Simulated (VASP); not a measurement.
# Be (P6_3/mmc) in VASP: further runs

Runs on Be. Level: PBE+D3(BJ). Tasks: relaxation of shape and atoms at fixed volume.

All numbers are computed with VASP 6.6.1; they aren't measurements. Logs are shortened: lines on timing, memory, paths and dates and some standing lists are left out, and cuts for length are marked.

## 1. The cell of the first run

Symmetry: P6_3/mmc, No. 194, hexagonal system. Conventional cell: a = 2.168 Å, b = 2.168 Å, c = 3.431 Å, α = 90.00°, β = 90.00°, γ = 120.00°. Within 2.8 Å of Be (site symmetry -6m2) lie 12 Be at 2.12 to 2.17 Å.

## 2. Relaxation of shape and atoms at fixed volume, PBE+D3(BJ) (6.98 Å³/atom)

INCAR

```
SYSTEM = Be
PREC = Accurate
ENCUT = 600
EDIFF = 1E-6
ISMEAR = 0
SIGMA = 0.1
LREAL = .FALSE.
LASPH = .TRUE.
NELM = 80
ALGO = Normal
ISIF = 4
LWAVE = .FALSE.
LCHARG = .FALSE.
GGA = PE
IVDW = 12
IBRION = 2
NSW = 50
EDIFFG = -0.01
```

KPOINTS

```
Automatic mesh
0
G
  21 21 12
  0 0 0
```

POSCAR

```
Be
1.0
    2.1683038619      0.0000000000      0.0000000000
   -1.0841519309      1.8778062275      0.0000000000
    0.0000000000      0.0000000000      3.4308212490
Be
2
Direct
    0.3333333333      0.6666666667      0.2500000000
    0.6666666667      0.3333333333      0.7500000000
```

Potentials or basis: VASP PAW PBE potentials, release 64 (Be).

On the command line:

```sh
> cat potpaw_PBE.64/Be/POTCAR > POTCAR
> mpirun -np 1 vasp_std > vasp.out
```

OUTCAR:

```text
SYSTEM = Be
   PREC = Accurate
   ENCUT = 600
   EDIFF = 1E-6
   ISMEAR = 0
   LREAL = .FALSE.
   LASPH = .TRUE.
   NELM = 80
   ISIF = 4
   GGA = PE
   IVDW = 12
   IBRION = 2
   NSW = 50
   EDIFFG = -0.01
 IVDW          = 12

 ion  position               nearest neighbor table
   1  0.333  0.667  0.250-   2 2.12   2 2.12   2 2.12   2 2.12   2 2.12   2 2.12
   2  0.667  0.333  0.750-   1 2.12   1 2.12   1 2.12   1 2.12   1 2.12   1 2.12

  LATTYP: Found a hexagonal cell.
 ALAT       =     2.1683038619
 C/A-ratio  =     1.5822603599

  Lattice vectors:

 A1 = (   2.1683038619,   0.0000000000,   0.0000000000)
 A2 = (  -1.0841519309,   1.8778062275,   0.0000000000)
 A3 = (   0.0000000000,   0.0000000000,   3.4308212490)

Analysis of symmetry for initial positions (statically):
=====================================================================
 Subroutine PRICEL returns:
 Original cell was already a primitive cell.

 Routine SETGRP: Setting up the symmetry group for a
 hexagonal supercell.

 Subroutine GETGRP returns: Found 24 space group operations
 (whereof 12 operations were pure point group operations)
 out of a pool of 24 trial point group operations.

The static configuration has the point symmetry D_3d.
 The point group associated with its full space group is D_6h.

Analysis of symmetry for dynamics (positions and initial velocities):
=====================================================================
 Subroutine PRICEL returns:
 Original cell was already a primitive cell.

 Routine SETGRP: Setting up the symmetry group for a
 hexagonal supercell.

 Subroutine GETGRP returns: Found 24 space group operations
 (whereof 12 operations were pure point group operations)
 out of a pool of 24 trial point group operations.

The dynamic configuration has the point symmetry D_3d.
 The point group associated with its full space group is D_6h.

 Subroutine INISYM returns: Found 24 space group operations
 (whereof 12 operations are pure point group operations),
 and found     1 'primitive' translations

----------------------------------------------------------------------------------------

                                     Primitive cell

  volume of cell :      13.9691

  direct lattice vectors                    reciprocal lattice vectors
     2.168303862  0.000000000  0.000000000     0.461189973  0.266268155  0.000000000
    -1.084151931  1.877806228  0.000000000     0.000000000  0.532536310  0.000000000
     0.000000000  0.000000000  3.430821249     0.000000000  0.000000000  0.291475401

  length of vectors
     2.168303862  2.168303862  3.430821249     0.532536310  0.532536310  0.291475401

  position of ions in fractional coordinates (direct lattice)
     0.333333333  0.666666667  0.250000000
     0.666666667  0.333333333  0.750000000

  ion indices of the primitive-cell ions
   primitive index   ion index
                 1           1
                 2           2

----------------------------------------------------------------------------------------

 KPOINTS: Automatic mesh

Automatic generation of k-mesh.
 Grid dimensions read from file:
 generate k-points for:   21   21   12

 Generating k-lattice:

  Cartesian coordinates                     Fractional coordinates (reciprocal lattice)
     0.021961427  0.012679436  0.000000000     0.047619048 -0.000000000  0.000000000
     0.000000000  0.025358872  0.000000000     0.000000000  0.047619048  0.000000000
     0.000000000  0.000000000  0.024289617     0.000000000  0.000000000  0.083333333

  Length of vectors
     0.025358872  0.025358872  0.024289617

  Shift w.r.t. Gamma in fractional coordinates (k-lattice)
     0.000000000  0.000000000  0.000000000

 Subroutine IBZKPT returns following result:
 ===========================================

[... 55 lines left out ...]
   POTIM  = 0.5000    time-step for ionic-motion
   TEBEG  =    0.0;   TEEND  =   0.0 temperature during run
   PSTRESS=    0.0 pullay stress
   NELECT =       4.0000    total number of electrons
   NUPDOWN=      -1.0000    fix difference up-down
   EMIN   =  10.00;   EMAX   =-10.00  energy-range for DOS
   EFERMI =   0.00;   METHOD = LEGACY
   ISMEAR =     0;   SIGMA  =   0.10  broadening in eV -4-tet -1-fermi 0-gaus
   EFERMI_NEDOS =   21; number of points for ismear=-14 and -15
   IALGO  =     38    algorithm
   IMIX   =      4    mixing-type and parameters
     AMIX     =   0.40;   BMIX     =  1.00
     AMIX_MAG =   1.60;   BMIX_MAG =  1.00
  volume/ion in A,a.u.               =       6.98        47.13
  Fermi-wavevector in a.u.,A,eV,Ry     =   1.079042  2.039094 15.841704  1.164332
  Thomas-Fermi vector in A             =   2.214997
   LORBIT       =      0    0 simple, 1 ext, 2 COOP (PROOUT), +10 PAW based schemes
   GGA     = PE    functional components
   LHFCALC =     F    Hartree Fock is set to
   AEXX    =    0.0000 exact exchange contribution
   IVDW    =    12    specifies the selected vdW correction
   LEPSILON=     F    determine dielectric tensor
   LRPA    =     F    only Hartree local field effects (RPA)
 conjugate gradient relaxation of ions
 non-spin polarized calculation
 Gauss-broadening in eV      SIGMA  =   0.10
  energy-cutoff  :      600.00
  volume of cell :       13.97
 maximum number of plane-waves:       494
 NGX is ok and might be reduce to    18
   NGX =  9   NGY =  9   NGZ = 13

--------------------------------------- Ionic step        1  -------------------------------------------

 number of electron       4.0000000 magnetization

 Free energy of the ion-electron system (eV)
  ---------------------------------------------------
  ext. energy  EPLUGINS =         0.00000000
  ---------------------------------------------------
  free energy    TOTEN  =        -7.42999077 eV

  energy without entropy =       -7.42870910  energy(sigma->0) =       -7.42934994

------------------------ aborting loop because EDIFF is reached ----------------------------------------

 Edisp (eV)   -0.80744

 E8    (eV) :    -0.2803

  FORCE on cell =-STRESS in cart. coord.  units (eV):
  Direction    XX          YY          ZZ          XY          YZ          ZX
  --------------------------------------------------------------------------------------
  -------------------------------------------------------------------------------------
  Total       0.79812     0.79812     0.85905     0.00000    -0.00000    -0.00000
  in kB      91.53960    91.53960    98.52776     0.00000    -0.00000    -0.00000
  external pressure =       93.87 kB  Pullay stress =        0.00 kB

 VOLUME and BASIS-vectors are now :
 -----------------------------------------------------------------------------
  energy-cutoff  :      600.00
  volume of cell :       13.97
      direct lattice vectors                 reciprocal lattice vectors
     2.168303862  0.000000000  0.000000000     0.461189973  0.266268155  0.000000000
    -1.084151931  1.877806228  0.000000000     0.000000000  0.532536310  0.000000000
     0.000000000  0.000000000  3.430821249     0.000000000  0.000000000  0.291475401

 POSITION                                       TOTAL-FORCE (eV/Angst)
 -----------------------------------------------------------------------------------
     -0.00000      1.25187      0.85771         0.000000      0.000000      0.000000
      1.08415      0.62594      2.57312        -0.000000     -0.000000      0.000000
 -----------------------------------------------------------------------------------
    total drift:                                0.000000     -0.000000      0.000000

  FREE ENERGIE OF THE ION-ELECTRON SYSTEM (eV)
  ---------------------------------------------------
  free  energy   TOTEN  =        -8.2374341989 eV

  energy  without entropy=       -8.2361525338  energy(sigma->0) =       -8.23679337

--------------------------------------- Ionic step        2  -------------------------------------------

 number of electron       4.0000000 magnetization

 Free energy of the ion-electron system (eV)
  ---------------------------------------------------
  ext. energy  EPLUGINS =         0.00000000
  ---------------------------------------------------
  free energy    TOTEN  =        -7.43002218 eV

  energy without entropy =       -7.42874291  energy(sigma->0) =       -7.42938254

 E-fermi :   8.1353     XC(G=0): -11.0206

 val. band max:        8.1112410378   @ k =   0.3333   0.0476   0.0000
 cond. band min:       8.1904237200   @ k =   0.3333   0.2857   0.0833
 fundamental gap:      0.0791826822
 Fermi energy:         8.1353266054

 k-point     1 :       0.0000    0.0000    0.0000
  band No.  band energies     occupation
      1      -3.9543      2.00000
      2       3.1166      2.00000
      3       9.5347      0.00000
      4      25.8511      0.00000
      5      25.8511      0.00000
      6      28.9180      0.00000
[... 199 lines left out ...]
 k-point    24 :       0.1905    0.0952    0.0000
  band No.  band energies     occupation
      1      -2.0356      2.00000
      2       5.7227      2.00000
      3       9.6620      0.00000
      4      17.2367      0.00000
      5      19.8416      0.00000
      6      25.9315      0.00000

 [... further k-points ...]

------------------------ aborting loop because EDIFF is reached ----------------------------------------

 Edisp (eV)   -0.80744

 E8    (eV) :    -0.2803

  FORCE on cell =-STRESS in cart. coord.  units (eV):
  Direction    XX          YY          ZZ          XY          YZ          ZX
  --------------------------------------------------------------------------------------
  -------------------------------------------------------------------------------------
  Total       0.81625     0.81625     0.81758     0.00000     0.00000     0.00000
  in kB      93.61946    93.61946    93.77169     0.00000     0.00000     0.00000
  external pressure =       93.67 kB  Pullay stress =        0.00 kB

 VOLUME and BASIS-vectors are now :
 -----------------------------------------------------------------------------
  energy-cutoff  :      600.00
  volume of cell :       13.97
      direct lattice vectors                 reciprocal lattice vectors
     2.167242145  0.000000000 -0.000000000     0.461415907  0.266398598  0.000000000
    -1.083621072  1.876886753 -0.000000000    -0.000000000  0.532797196  0.000000000
     0.000000000 -0.000000000  3.434183544     0.000000000  0.000000000  0.291190027

 POSITION                                       TOTAL-FORCE (eV/Angst)
 -----------------------------------------------------------------------------------
     -0.00000      1.25126      0.85855        -0.000000      0.000000      0.000000
      1.08362      0.62563      2.57564         0.000000     -0.000000      0.000000
 -----------------------------------------------------------------------------------
    total drift:                                0.000000     -0.000000      0.000000

  FREE ENERGIE OF THE ION-ELECTRON SYSTEM (eV)
  ---------------------------------------------------
  free  energy   TOTEN  =        -8.2374644268 eV

  energy  without entropy=       -8.2361851492  energy(sigma->0) =       -8.23682479

 reached required accuracy - stopping structural energy minimisation
```

It took 12 s on 1 thread of Intel Xeon 6975P-C (Granite Rapids), shared host; peak memory 0.15 GiB.

What came out:

| Property | Result |
| --- | --- |
| Free energy | -8.2375 eV |
| Energy gained by relaxing | 0.0 meV/atom |
| Ionic steps | 2 |
| Pressure after relaxing | 9.4 GPa |
| Band gap on the k mesh | zero (bands 2 and 3 overlap by 2.21 eV) |
| Dispersion energy per atom | -0.404 eV |

Final structure:
```
Be
1.0
     2.16724    0.00000    0.00000
    -1.08362    1.87689    0.00000
     0.00000    0.00000    3.43418
Be
2
Direct
  0.33333 0.66667 0.25000
  0.66667 0.33333 0.75000
```

## 3. Relaxation of shape and atoms at fixed volume, PBE+D3(BJ) (7.21 Å³/atom)

This run uses another cell than the first one, of 7.21 Å³/atom.

INCAR

```
SYSTEM = Be
PREC     = Accurate       ! precision mode
ENCUT    = 600            ! plane-wave cutoff, eV
EDIFF    = 1E-6           ! SCF threshold, eV
ISMEAR   = 0              ! smearing method
SIGMA    = 0.1            ! smearing width, eV
LREAL    = .FALSE.        ! projectors in reciprocal space
LASPH    = .TRUE.         ! aspherical terms in the spheres
NELM     = 80             ! most SCF steps
ALGO     = Normal         ! electronic algorithm
ISIF     = 4              ! what is computed and relaxed
LWAVE    = .FALSE.        ! write WAVECAR
LCHARG   = .FALSE.        ! write CHGCAR
GGA      = PE             ! functional
IVDW     = 12             ! dispersion correction
IBRION   = 2              ! ionic algorithm
NSW      = 50             ! ionic steps
EDIFFG   = -0.01          ! ionic threshold
```

KPOINTS

```
regular mesh
0
G
  21 21 12
  0 0 0
```

POSCAR

```
Be
1.0
    2.1918541360      0.0000000000      0.0000000000
   -1.0959270680      1.8982013632      0.0000000000
    0.0000000000      0.0000000000      3.4646467406
Be
2
Direct
    0.3333333333      0.6666666667      0.2500000000
    0.6666666667      0.3333333333      0.7500000000
```

Potentials or basis: VASP PAW PBE potentials, release 64 (Be).

On the command line:

```sh
> cat potpaw_PBE.64/Be/POTCAR > POTCAR
> mpirun -np 1 vasp_std > vasp.out
```

OUTCAR:

```text
SYSTEM = Be
   PREC = Accurate
   ENCUT = 600
   EDIFF = 1E-6
   ISMEAR = 0
   LREAL = .FALSE.
   LASPH = .TRUE.
   NELM = 80
   ISIF = 4
   GGA = PE
   IVDW = 12
   IBRION = 2
   NSW = 50
   EDIFFG = -0.01
 IVDW          = 12

 ion  position               nearest neighbor table
   1  0.333  0.667  0.250-   2 2.15   2 2.15   2 2.15   2 2.15   2 2.15   2 2.15
   2  0.667  0.333  0.750-   1 2.15   1 2.15   1 2.15   1 2.15   1 2.15   1 2.15

  LATTYP: Found a hexagonal cell.
 ALAT       =     2.1918541360
 C/A-ratio  =     1.5806922020

  Lattice vectors:

 A1 = (   2.1918541360,   0.0000000000,   0.0000000000)
 A2 = (  -1.0959270680,   1.8982013632,   0.0000000000)
 A3 = (   0.0000000000,   0.0000000000,   3.4646467406)

Analysis of symmetry for initial positions (statically):
=====================================================================
 Subroutine PRICEL returns:
 Original cell was already a primitive cell.

 Routine SETGRP: Setting up the symmetry group for a
 hexagonal supercell.

 Subroutine GETGRP returns: Found 24 space group operations
[... 220 lines left out ...]

 val. band max:        7.8388035115   @ k =   0.3333   0.0476   0.0000
 cond. band min:       7.9001866013   @ k =   0.3333   0.2857   0.0833
 fundamental gap:      0.0613830898
 Fermi energy:         7.8563326314

 k-point     1 :       0.0000    0.0000    0.0000
  band No.  band energies     occupation
      1      -4.0564      2.00000
      2       2.9745      2.00000
      3       9.1602      0.00000
      4      25.1171      0.00000
      5      25.1171      0.00000
      6      28.1252      0.00000
[... 199 lines left out ...]
 k-point    24 :       0.1905    0.0952    0.0000
  band No.  band energies     occupation
      1      -2.1589      2.00000
      2       5.5219      2.00000
      3       9.3392      0.00000
      4      16.7176      0.00000
      5      19.2363      0.00000
      6      25.2469      0.00000

 [... further k-points ...]

------------------------ aborting loop because EDIFF is reached ----------------------------------------

 Edisp (eV)   -0.78165

 E8    (eV) :    -0.2712

  FORCE on cell =-STRESS in cart. coord.  units (eV):
  Direction    XX          YY          ZZ          XY          YZ          ZX
  --------------------------------------------------------------------------------------
  -------------------------------------------------------------------------------------
  Total       0.40210     0.40210     0.40495     0.00000     0.00000     0.00000
  in kB      44.69247    44.69247    45.00879     0.00000     0.00000     0.00000
  external pressure =       44.80 kB  Pullay stress =        0.00 kB

 VOLUME and BASIS-vectors are now :
 -----------------------------------------------------------------------------
  energy-cutoff  :      600.00
  volume of cell :       14.41
      direct lattice vectors                 reciprocal lattice vectors
     2.190965260 -0.000000000  0.000000000     0.456419834  0.263514114 -0.000000000
    -1.095482630  1.897431574  0.000000000     0.000000000  0.527028228 -0.000000000
     0.000000000  0.000000000  3.467458531     0.000000000  0.000000000  0.288395662

 POSITION                                       TOTAL-FORCE (eV/Angst)
 -----------------------------------------------------------------------------------
     -0.00000      1.26495      0.86686        -0.000000      0.000000      0.000000
      1.09548      0.63248      2.60059         0.000000     -0.000000      0.000000
 -----------------------------------------------------------------------------------
    total drift:                                0.000000     -0.000000      0.000000

  FREE ENERGIE OF THE ION-ELECTRON SYSTEM (eV)
  ---------------------------------------------------
  free  energy   TOTEN  =        -8.2565601664 eV

  energy  without entropy=       -8.2552168561  energy(sigma->0) =       -8.25588851

 reached required accuracy - stopping structural energy minimisation
```

OSZICAR:

```text
N       E                     dE             d eps       ncg     rms          rms(c)
DAV:   1    -0.140058801414E+01   -0.14006E+01   -0.19760E+03  4068   0.620E+02
DAV:   2    -0.751809477218E+01   -0.61175E+01   -0.58042E+01  6270   0.764E+01
DAV:   3    -0.755735399355E+01   -0.39259E-01   -0.39135E-01  5238   0.526E+00
DAV:   4    -0.755742553565E+01   -0.71542E-04   -0.71538E-04  5922   0.176E-01
DAV:   5    -0.755742560823E+01   -0.72582E-07   -0.72207E-07  5208   0.292E-03    0.133E+00
DAV:   6    -0.749710688711E+01    0.60319E-01   -0.93308E-03  4578   0.156E+00    0.818E-01
DAV:   7    -0.747491897267E+01    0.22188E-01   -0.94664E-03  4398   0.159E+00    0.356E-02
DAV:   8    -0.747489252311E+01    0.26450E-04   -0.16028E-05  5976   0.480E-02    0.123E-02
DAV:   9    -0.747489053309E+01    0.19900E-05   -0.33834E-06  5040   0.229E-02    0.945E-04
DAV:  10    -0.747489056413E+01   -0.31034E-07   -0.38007E-09  3396   0.614E-04
   1 F= -.82565387E+01 E0= -.82558650E+01  d E =-.825654E+01
       N       E                     dE             d eps       ncg     rms          rms(c)
DAV:   1    -0.747491327669E+01   -0.22744E-04   -0.23238E-04  5124   0.104E-01    0.580E-03
DAV:   2    -0.747491301166E+01    0.26503E-06   -0.97899E-07  4926   0.956E-03
   2 F= -.82565602E+01 E0= -.82558885E+01  d E =-.214350E-04
```

CONTCAR:

```text
Be
   1.00000000000000
     2.1909652596484932   -0.0000000000000000    0.0000000000000000
    -1.0954826298242466    1.8974315736993941    0.0000000000000000
     0.0000000000000000    0.0000000000000000    3.4674585307421992
  Be
     2
Direct
     0.3333333332999970    0.6666666667000030    0.2500000000000000
     0.6666666667000030    0.3333333332999970    0.7500000000000000

  0.00000000E+00  0.00000000E+00  0.00000000E+00
  0.00000000E+00  0.00000000E+00  0.00000000E+00
```

Wall time 14 s (1 thread of Intel Xeon 6975P-C (Granite Rapids), shared host); peak memory 0.15 GiB.

Results:

```
Free energy                : -8.2566 eV
Energy gained by relaxing  : 0.0 meV/atom
Ionic steps                : 2
Pressure after relaxing    : 4.5 GPa
Band gap on the k mesh     : zero (bands 2 and 3 overlap by 2.18 eV)
Dispersion energy per atom : -0.391 eV
```

Final structure:
```cif
data_structure
_symmetry_space_group_name_H-M 'P 1'
_symmetry_Int_Tables_number 1
_cell_length_a 2.1910
_cell_length_b 2.1910
_cell_length_c 3.4675
_cell_angle_alpha 90.000
_cell_angle_beta 90.000
_cell_angle_gamma 120.000
_cell_volume 14.41
loop_
_atom_site_label
_atom_site_type_symbol
_atom_site_fract_x
_atom_site_fract_y
_atom_site_fract_z
_atom_site_occupancy
Be1 Be 0.33333 0.66667 0.25000 1
Be2 Be 0.66667 0.33333 0.75000 1
```

Levels at points of the mesh, in eV from the Fermi level:
| k point | band 1 | band 2 | band 3 | band 4 | band 5 | band 6 |
| --- | --- | --- | --- | --- | --- | --- |
| (0.00, 0.00, 0.00) | -11.91 | -4.88 | 1.30 | 17.26 | 17.26 | 20.27 |
| (0.00, 0.00, 0.50) | -9.69 | -9.69 | 11.30 | 11.30 | 19.02 | 19.02 |
